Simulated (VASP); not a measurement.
# SiGe: single point with PBEsol

Crystal: SiGe.

```xyz
4
Lattice="3.9005 0.0000 0.0000 -1.9502 3.3779 0.0000 0.0000 0.0000 6.4432" Properties=species:S:1:pos:R:3 pbc="T T T"
Si    1.9502    1.1260    5.6348
Si    0.0000    2.2519    2.4133
Ge    1.9502    1.1260    3.1245
Ge    0.0000    2.2519   -0.0971
```

This cell differs from its parent crystal: atoms shifted along a free coordinate.

```
Program             : VASP 6.6.1
Task                : single point
Functional          : PBEsol
Potentials or basis : VASP PAW PBE potentials, release 64 (Si, Ge_d)
Cutoff              : 520 eV
k mesh              : 12 × 12 × 6
Occupations         : gaussian, width 0.03 eV
Spin                : no spin polarisation
```

```json
{
 "Pressure": "0.4 GPa",
 "Largest force": "1.035 eV/Å",
 "Band gap on the k mesh": "0.02 eV (least direct gap 0.04 eV)"
}
```

Forces in eV/Å, atoms in the order of the input:
```
Si   0.000  0.000 -1.035
Si   0.000  0.000 -1.035
Ge   0.000  0.000  1.035
Ge   0.000  0.000  1.035
```

Stress tensor (GPa, compression positive):
```
 2.07  0.00  0.00
 0.00  2.07  0.00
 0.00  0.00 -2.96
```

Levels at points of the mesh, in eV from the valence-band top:
| k point | band 16 | band 17 | band 18 | band 19 | band 20 | band 21 |
| --- | --- | --- | --- | --- | --- | --- |
| (0.00, 0.00, 0.00) | -0.47 | -0.47 | 0.00 | 0.04 | 1.27 | 1.94 |
| (0.50, 0.00, 0.00) | -3.48 | -2.95 | -1.99 | 0.02 | 1.67 | 3.40 |
| (0.00, 0.00, 0.50) | -1.31 | -1.31 | -1.31 | 0.79 | 0.79 | 2.83 |
| (0.50, 0.00, 0.50) | -2.87 | -2.57 | -2.57 | 0.48 | 0.48 | 1.38 |

It took 57 s on 1 thread of Intel(R) Xeon(R) 6975P-C (Granite Rapids) (shared host), peak memory 0.28 GiB.

Caveat: the cell differs from its parent crystal (atoms shifted along a free coordinate); the stress differs along the axes, from -3 to 2 GPa; the smearing spreads over this small gap; semilocal functionals underestimate gaps, and a narrow one can read as zero; the PAW data sets were made with another functional, which shifts forces and pressure a little. A k mesh can miss the band edges.
